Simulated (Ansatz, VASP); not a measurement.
**BaF2: VASP beside Ansatz**

```xyz
3
Lattice="0.0000 2.9450 3.0225 2.9450 0.0000 3.0225 2.9450 2.9450 0.0000" Properties=species:S:1:pos:R:3 pbc="T T T"
Ba    0.0000    0.0000    0.0000
F     1.4725    1.4725    1.5113
F     4.4176    4.4176    4.5338
```

Change from the starting cell: strain -0.050 along x and y, -0.025 along z, atoms carried along.

Alike in both runs: task single point; functional PBE; k mesh 6 × 6 × 6; occupations gaussian, width 0.05 eV; no spin polarisation.

|  | VASP | Ansatz |
| --- | --- | --- |
| version | VASP 6.6.1 | Ansatz 0.2.0 |
| potentials or method | VASP PAW PBE potentials, release 64 (Ba_sv, F), cutoff 600 eV | scalar-relativistic, plane waves, PAW |
| valence electrons in the cell | 24 | 24 |

|  | VASP | Ansatz | Ansatz less VASP |
| --- | --- | --- | --- |
| gap on the k mesh at the Fermi level (eV) | 7.31 | 7.39 | +0.084 |
| least direct gap on the mesh (eV) | 7.44 | 7.56 | +0.113 |
| pressure (GPa) | 13.4 | 11.6 | -1.86 |
| traceless stress, the component that is largest in VASP (GPa) | -0.72 | -0.77 | -0.049 |

Spin-orbit coupling is off throughout.
